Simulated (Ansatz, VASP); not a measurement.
# One calculation of Hg, two programs

```
Hg
1.0
     3.15428    0.00000    0.00000
     0.00000    3.15428    0.00000
     0.00000    0.00000    3.15428
Hg
1
Direct
  0.00000 0.00000 0.00000
```

Change from the starting cell: volume scaled by 1.06, crystal datasets.

Alike in both runs: task electric field gradients; functional PBE; k mesh 12 × 12 × 12; occupations fermi-dirac, width 0.05 eV; no spin polarisation.

```csv
,VASP,Ansatz
version,VASP 6.6.1,Ansatz 0.2.0
potentials or method,"VASP PAW PBE potentials, release 64 (Hg), cutoff 520 eV","all-electron PAW with datasets made for the crystal, scalar-relativistic"
```

|  | VASP | Ansatz | Ansatz less VASP |
| --- | --- | --- | --- |
| pressure (GPa) | -0.2 | -0.3 | -0.15 |

Ansatz ran all-electron here, and VASP with PAW potentials.

Spin-orbit coupling is off throughout.
